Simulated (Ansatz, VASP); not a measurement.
**One calculation of Rh, two programs**

```xyz
1
Lattice="-0.2816 1.9272 1.8770 1.9272 -0.2816 1.8770 1.6456 1.6456 0.0000" Properties=species:S:1:pos:R:3 pbc="T T T"
Rh    0.0000    0.0000    0.0000
```

Change from the starting cell: engineering shear strain xy -0.3000, equal normal strain along x and y +0.0267.

Alike in both runs: task single point; functional LDA; k mesh 20 × 20 × 20; occupations gaussian, width 0.15 eV; no spin polarisation.

|  | VASP | Ansatz |
| --- | --- | --- |
| version | VASP 6.6.1 | Ansatz 0.2.0 |
| potentials or method | VASP PAW LDA potentials, release 64 (Rh_pv), cutoff 520 eV | scalar-relativistic, plane waves, PAW |
| valence electrons in the cell | 15 | 17 |

VASP gave:

```
gap on the k mesh at the Fermi level (eV)                     : none
pressure (GPa)                                                : 14.8
traceless stress, the component that is largest in VASP (GPa) : 48.94
```

Which values does Ansatz return?

gap on the k mesh at the Fermi level (eV): none; pressure (GPa): 13.9; traceless stress, the component that is largest in VASP (GPa): 48.41.

Ansatz warns that its potentials were made for another functional, while VASP's fit it. LDA's correlation is that of Perdew and Zunger in VASP and of Perdew and Wang (1992) in Ansatz. A gap of «none» marks a metal or a gap that the smearing closes. VASP's potentials hold 15 valence electrons a cell and Ansatz's 17, so a difference there can come from the potentials and not from the codes.
